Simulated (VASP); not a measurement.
# ErTl3Br (P4/mmm) in VASP: a series of runs, part 2 of 2

VASP 6.6.1. Earlier steps stand in the parts before.

### 3 Single point, PBE

This run uses another cell than the first one, of 34.15 Å³/atom.

The input, INCAR:

```
ALGO = Normal ; EDIFF = 1E-6
ENCUT = 500 ; GGA = PE
GGA_COMPAT = False ; ISIF = 2
ISMEAR = 0 ; LASPH = True
LCHARG = False ; LMAXMIX = 6
LREAL = False ; LWAVE = False
NBANDS = 36 ; NELM = 200
PREC = Accurate ; SIGMA = 0.1
```

The input, KPOINTS:

```
k-points
0
Gamma
  10 10 4
```

The input, POSCAR:

```
ErTl3Br
1.0
    4.2357121211      0.0000000000      0.0000000000
    0.0000000000      4.2357121211      0.0000000000
    0.0000000000      0.0000000000      9.5174984556
Er Tl Br
1 3 1
Direct
    0.0000000000      0.0000000000      0.0000000000
    0.5000000000      0.5000000000      0.1698972856
    0.5000000000      0.5000000000      0.8301027144
    0.5000000000      0.5000000000      0.5000000000
    0.0000000000      0.0000000000      0.5000000000
```

Potentials or basis: VASP PAW PBE potentials, release 64 (Er_3, Tl_d, Br), 4f in core.

Run with:

```sh
$ cat potpaw_PBE.64/Er_3/POTCAR potpaw_PBE.64/Tl_d/POTCAR potpaw_PBE.64/Br/POTCAR > POTCAR
$ mpirun -np 1 vasp_std > vasp.out
```

OUTCAR:

```text
EDIFF = 1E-6
   ENCUT = 500
   GGA = PE
   ISIF = 2
   ISMEAR = 0
   LASPH = True
   LREAL = False
   NELM = 200
   PREC = Accurate

 ion  position               nearest neighbor table
   1  0.000  0.000  0.000-   2 3.40   3 3.40   2 3.40   3 3.40   2 3.40   3 3.40   2 3.40   3 3.40

   2  0.500  0.500  0.170-   4 3.14   3 3.23   1 3.40   1 3.40   1 3.40   1 3.40
   3  0.500  0.500  0.830-   4 3.14   2 3.23   1 3.40   1 3.40   1 3.40   1 3.40
   4  0.500  0.500  0.500-   5 3.00   5 3.00   5 3.00   5 3.00   2 3.14   3 3.14
   5  0.000  0.000  0.500-   4 3.00   4 3.00   4 3.00   4 3.00

  LATTYP: Found a simple tetragonal cell.
 ALAT       =     4.2357121211
 C/A-ratio  =     2.2469653705

  Lattice vectors:

 A1 = (   4.2357121211,   0.0000000000,   0.0000000000)
 A2 = (   0.0000000000,   4.2357121211,   0.0000000000)
 A3 = (   0.0000000000,   0.0000000000,   9.5174984556)

Analysis of symmetry for initial positions (statically):
=====================================================================
 Subroutine PRICEL returns:
 Original cell was already a primitive cell.

 Routine SETGRP: Setting up the symmetry group for a
 simple tetragonal supercell.

 Subroutine GETGRP returns: Found 16 space group operations
 (whereof 16 operations were pure point group operations)
 out of a pool of 16 trial point group operations.

The static configuration has the point symmetry D_4h.

Analysis of symmetry for dynamics (positions and initial velocities):
=====================================================================
 Subroutine PRICEL returns:
 Original cell was already a primitive cell.

 Routine SETGRP: Setting up the symmetry group for a
 simple tetragonal supercell.

 Subroutine GETGRP returns: Found 16 space group operations
 (whereof 16 operations were pure point group operations)
 out of a pool of 16 trial point group operations.

[... 119 lines left out ...]
   EMIN   =  10.00;   EMAX   =-10.00  energy-range for DOS
   EFERMI =   0.00;   METHOD = LEGACY
   ISMEAR =     0;   SIGMA  =   0.10  broadening in eV -4-tet -1-fermi 0-gaus
   EFERMI_NEDOS =   21; number of points for ismear=-14 and -15
   IALGO  =     38    algorithm
   IMIX   =      4    mixing-type and parameters
     AMIX     =   0.40;   BMIX     =  1.00
     AMIX_MAG =   1.60;   BMIX_MAG =  1.00
  volume/ion in A,a.u.               =      34.15       230.46
  Fermi-wavevector in a.u.,A,eV,Ry     =   1.122201  2.120652 17.134282  1.259334
  Thomas-Fermi vector in A             =   2.258859
   LORBIT       =      0    0 simple, 1 ext, 2 COOP (PROOUT), +10 PAW based schemes
   GGA     = PE    functional components
   LHFCALC =     F    Hartree Fock is set to
   AEXX    =    0.0000 exact exchange contribution
   IVDW    =     0    specifies the selected vdW correction
   LEPSILON=     F    determine dielectric tensor
   LRPA    =     F    only Hartree local field effects (RPA)
 non-spin polarized calculation
 Gauss-broadening in eV      SIGMA  =   0.10
  energy-cutoff  :      500.00
  volume of cell :      170.76
 maximum number of plane-waves:      4358
 NGX is ok and might be reduce to    32
   NGX = 15   NGY = 15   NGZ = 35

 number of electron      55.0000008 magnetization

 Free energy of the ion-electron system (eV)
  ---------------------------------------------------
  ext. energy  EPLUGINS =         0.00000000
  ---------------------------------------------------
  free energy    TOTEN  =       -13.28672238 eV

  energy without entropy =      -13.26548261  energy(sigma->0) =      -13.27610249

 E-fermi :   3.5816     XC(G=0):  -8.9567

 val. band max:        3.5775796758   @ k =   0.3000   0.2000   0.2500
 cond. band min:       3.5836952214   @ k =   0.5000   0.2000   0.0000
 fundamental gap:      0.0061155456
 Fermi energy:         3.5816267678

 k-point     1 :       0.0000    0.0000    0.0000
  band No.  band energies     occupation
      1     -22.4143      2.00000
      2     -22.2419      2.00000
      3     -22.2419      2.00000
      4     -11.5120      2.00000
      5      -8.0871      2.00000
      6      -7.7356      2.00000
[... 925 lines left out ...]
     35       7.6935      0.00000
     36       8.4553      0.00000

 [... further k-points ...]
[... 5 lines left out ...]
  --------------------------------------------------------------------------------------
  -------------------------------------------------------------------------------------
  Total        0.0319459      0.0319459      0.0245316      0.0000000      0.0000000      0.0000000
  in kB        0.2997436      0.2997436      0.2301760      0.0000000      0.0000000      0.0000000
  external PRESSURE =       0.2765544 kB  Pullay stress =       0.0000000 kB

 VOLUME and BASIS-vectors are now :
 -----------------------------------------------------------------------------
  energy-cutoff  :      500.00
  volume of cell :      170.76
      direct lattice vectors                 reciprocal lattice vectors
     4.235712121  0.000000000  0.000000000     0.236087810  0.000000000  0.000000000
     0.000000000  4.235712121  0.000000000     0.000000000  0.236087810  0.000000000
     0.000000000  0.000000000  9.517498456     0.000000000  0.000000000  0.105069626

 POSITION                                       TOTAL-FORCE (eV/Angst)
 -----------------------------------------------------------------------------------
      0.00000      0.00000      0.00000        -0.000000      0.000000      0.000000
      2.11786      2.11786      1.61700        -0.000000     -0.000000      0.008759
      2.11786      2.11786      7.90050         0.000000     -0.000000     -0.008759
      2.11786      2.11786      4.75875        -0.000000      0.000000      0.000000
      0.00000      0.00000      4.75875        -0.000000      0.000000      0.000000
 -----------------------------------------------------------------------------------
    total drift:                                0.000000     -0.000000      0.000000

  FREE ENERGIE OF THE ION-ELECTRON SYSTEM (eV)
  ---------------------------------------------------
  free  energy   TOTEN  =       -13.2867223772 eV

  energy  without entropy=      -13.2654826084  energy(sigma->0) =      -13.27610249
```

OSZICAR:

```text
N       E                     dE             d eps       ncg     rms          rms(c)
DAV:   1     0.313717028839E+03    0.31372E+03   -0.25903E+04  7008   0.137E+03
DAV:   2     0.409239398135E+01   -0.30962E+03   -0.30183E+03  7200   0.384E+02
DAV:   3    -0.131756397020E+02   -0.17268E+02   -0.16776E+02  7184   0.706E+01
DAV:   4    -0.136163339614E+02   -0.44069E+00   -0.43890E+00  6788   0.800E+00
DAV:   5    -0.136238180962E+02   -0.74841E-02   -0.74764E-02  6480   0.121E+00    0.154E+01
DAV:   6    -0.133104098118E+02    0.31341E+00   -0.53770E-01  6312   0.421E+00    0.939E+00
DAV:   7    -0.133021207397E+02    0.82891E-02   -0.58674E-01  7048   0.415E+00    0.117E+00
DAV:   8    -0.132875840891E+02    0.14537E-01   -0.16363E-01  6000   0.185E+00    0.355E-01
DAV:   9    -0.132865711788E+02    0.10129E-02   -0.13835E-02  6344   0.550E-01    0.150E-01
DAV:  10    -0.132866697643E+02   -0.98585E-04   -0.33183E-03  5856   0.192E-01    0.108E-01
DAV:  11    -0.132867014225E+02   -0.31658E-04   -0.45793E-04  6464   0.103E-01    0.662E-02
DAV:  12    -0.132867192541E+02   -0.17832E-04   -0.74060E-05  5576   0.318E-02    0.137E-02
DAV:  13    -0.132867217944E+02   -0.25403E-05   -0.48800E-06  5144   0.123E-02    0.388E-03
DAV:  14    -0.132867223772E+02   -0.58273E-06   -0.73236E-07  3312   0.832E-03
   1 F= -.13286722E+02 E0= -.13276102E+02  d E =-.212398E-01
```

Wall time 4.2 min (1 thread of Intel Xeon Platinum 8259CL at 2.50GHz (Skylake/Cascade Lake), shared host); peak memory 0.49 GiB.

Results:

| Quantity | Value |
| --- | --- |
| Free energy | -13.2867 eV |
| Pressure | 0.0 GPa |
| Largest force | 0.009 eV/Å |
| Band gap on the k mesh | zero (an odd number of electrons rules out a gap without spin polarisation) |

Forces in eV/Å, atoms in the order of the input:
```
Er   0.000  0.000  0.000
Tl   0.000  0.000  0.009
Tl   0.000  0.000 -0.009
Tl   0.000  0.000  0.000
Br   0.000  0.000  0.000
```

Levels at points of the mesh, in eV from the Fermi level:
| k point | band 24 | band 25 | band 26 | band 27 | band 28 | band 29 | band 30 | band 31 | band 32 | band 33 |
| --- | --- | --- | --- | --- | --- | --- | --- | --- | --- | --- |
| (0.00, 0.00, 0.00) | -3.18 | -2.83 | -0.32 | 0.27 | 1.22 | 1.22 | 2.09 | 2.36 | 2.43 | 2.43 |
| (0.50, 0.00, 0.00) | -2.83 | -2.25 | -0.47 | 0.17 | 0.54 | 0.93 | 1.04 | 1.89 | 2.09 | 2.32 |
| (0.50, 0.50, 0.00) | -4.42 | -2.60 | -0.84 | -0.84 | -0.78 | -0.78 | 1.02 | 1.39 | 2.64 | 3.19 |
| (0.00, 0.00, 0.50) | -3.18 | -3.18 | -0.87 | 0.27 | 1.24 | 1.24 | 1.83 | 2.42 | 2.42 | 2.60 |
| (0.50, 0.00, 0.50) | -2.27 | -2.25 | -0.75 | -0.41 | -0.16 | 0.57 | 1.30 | 2.32 | 2.37 | 2.58 |
| (0.50, 0.50, 0.50) | -3.23 | -2.62 | -0.86 | -0.86 | -0.76 | -0.76 | -0.52 | 1.21 | 3.19 | 3.57 |

Caveat: spin-orbit coupling is left out, which moves the levels of the heavy elements; the 4f electrons are frozen in the core, so they carry no moment and show no levels; the run has no spin polarisation, though such a crystal can be magnetic. Spin polarisation is off, so any magnetic state and its effect on volume and gap are missing.

### 4 Single point, PBE

This run uses another cell than the first one, of 34.15 Å³/atom.

The input, INCAR:

```
SYSTEM = ErTl3Br
PREC     = Accurate       ! precision mode
ENCUT    = 500            ! plane-wave cutoff, eV
EDIFF    = 1E-6           ! SCF threshold, eV
ISMEAR   = 0              ! smearing method
SIGMA    = 0.1            ! smearing width, eV
LREAL    = .FALSE.        ! projectors in reciprocal space
LASPH    = .TRUE.         ! aspherical terms in the spheres
NELM     = 200            ! most SCF steps
ALGO     = Normal         ! electronic algorithm
ISIF     = 2              ! what is computed and relaxed
LWAVE    = .FALSE.        ! write WAVECAR
LCHARG   = .FALSE.        ! write CHGCAR
GGA      = PE             ! functional
NBANDS   = 36             ! bands
GGA_COMPAT= .FALSE.      
LMAXMIX  = 6              ! l up to which the mixer works
```

The input, KPOINTS:

```
regular mesh
0
G
  10 10 4
  0 0 0
```

POSCAR is that of step 3.

Run with:

```sh
$ cat potpaw_PBE.64/Er_3/POTCAR potpaw_PBE.64/Tl_d/POTCAR potpaw_PBE.64/Br/POTCAR > POTCAR
$ mpirun -np 1 vasp_std > vasp.out
```

It took 4.4 min on 1 thread of Intel Xeon Platinum 8259CL at 2.50GHz (Skylake/Cascade Lake), shared host; peak memory 0.49 GiB.

It converged, with:

```
Free energy            : -13.2867 eV
Pressure               : 0.0 GPa
Largest force          : 0.009 eV/Å
Band gap on the k mesh : zero (an odd number of electrons rules out a gap without spin polarisation)
```

Forces in eV/Å, atoms in the order of the input:
```
Er   0.000  0.000  0.000
Tl   0.000  0.000  0.009
Tl   0.000  0.000 -0.009
Tl   0.000  0.000  0.000
Br   0.000  0.000  0.000
```

Levels at points of the mesh, in eV from the Fermi level:
```tsv
k point	band 24	band 25	band 26	band 27	band 28	band 29	band 30	band 31	band 32	band 33
(0.00, 0.00, 0.00)	-3.18	-2.83	-0.32	0.27	1.22	1.22	2.09	2.36	2.43	2.43
(0.50, 0.00, 0.00)	-2.83	-2.25	-0.47	0.17	0.54	0.93	1.04	1.89	2.09	2.32
(0.50, 0.50, 0.00)	-4.42	-2.60	-0.84	-0.84	-0.78	-0.78	1.02	1.39	2.64	3.19
(0.00, 0.00, 0.50)	-3.18	-3.18	-0.87	0.27	1.24	1.24	1.83	2.42	2.42	2.60
(0.50, 0.00, 0.50)	-2.27	-2.25	-0.75	-0.41	-0.16	0.57	1.30	2.32	2.37	2.58
(0.50, 0.50, 0.50)	-3.23	-2.62	-0.86	-0.86	-0.76	-0.76	-0.52	1.21	3.19	3.57
```

Caveat: spin-orbit coupling is left out, which moves the levels of the heavy elements; the 4f electrons are frozen in the core, so they carry no moment and show no levels; the run has no spin polarisation, though such a crystal can be magnetic. Spin polarisation is off, so any magnetic state and its effect on volume and gap are missing.

The gap in the log of VASP goes by the Fermi energy; the results here count the filled bands.